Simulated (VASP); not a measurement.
**C: single point with PBEsol**

Crystal: C.

```
CELL_PARAMETERS angstrom
-1.34181 1.34181 1.12107
1.34181 -1.34181 1.12107
1.34181 1.34181 -1.12107
ATOMIC_POSITIONS crystal
C 0.00000 0.00000 0.00000
```

This cell differs from its parent crystal: Si replaced by C, lengths x 0.811, strained.

- Program: VASP 6.6.1
- Task: single point
- Functional: PBEsol
- Potentials or basis: VASP PAW PBE potentials, release 64 (C)
- Cutoff: 520 eV
- k mesh: 24 × 24 × 24
- Occupations: gaussian, width 0.1 eV
- Spin: no spin polarisation
- Dipole correction: no
- Further INCAR settings: ALGO = Normal; EDIFF = 1e-07; NBANDS = 8

```
Pressure               : -27.4 GPa
Band gap on the k mesh : zero (band 2 reaches 13.08 eV, above the bottom of band 3 at 2.49 eV)
```

Stress tensor (GPa, compression positive):
```
-25.77   0.00   0.00
  0.00 -25.77   0.00
  0.00   0.00 -30.77
```

Levels at points of the mesh, in eV from the Fermi level:
```
           k point  band 1  band 2  band 3  band 4  band 5  band 6  band 7
(0.00, 0.00, 0.00)  -17.39    6.93    6.93    8.23   25.73   26.46   33.39
(0.50, 0.00, 0.00)   -7.36   -7.00    3.18    5.21   17.64   19.39   29.50
(0.50, 0.50, 0.00)   -9.77   -7.84    5.62    7.58   23.37   26.16   27.92
(0.50, 0.50, 0.50)   -2.68   -2.68   -2.61    2.31    9.80   15.44   37.54
```

It took 29 s on 1 thread of AMD EPYC 7R13 Processor (Zen 3), on a shared host, peak memory 0.13 GiB.

Caveat: the cell differs from its parent crystal (Si replaced by C, lengths x 0.811, strained); the PAW data sets were made with another functional, which shifts forces and pressure a little.
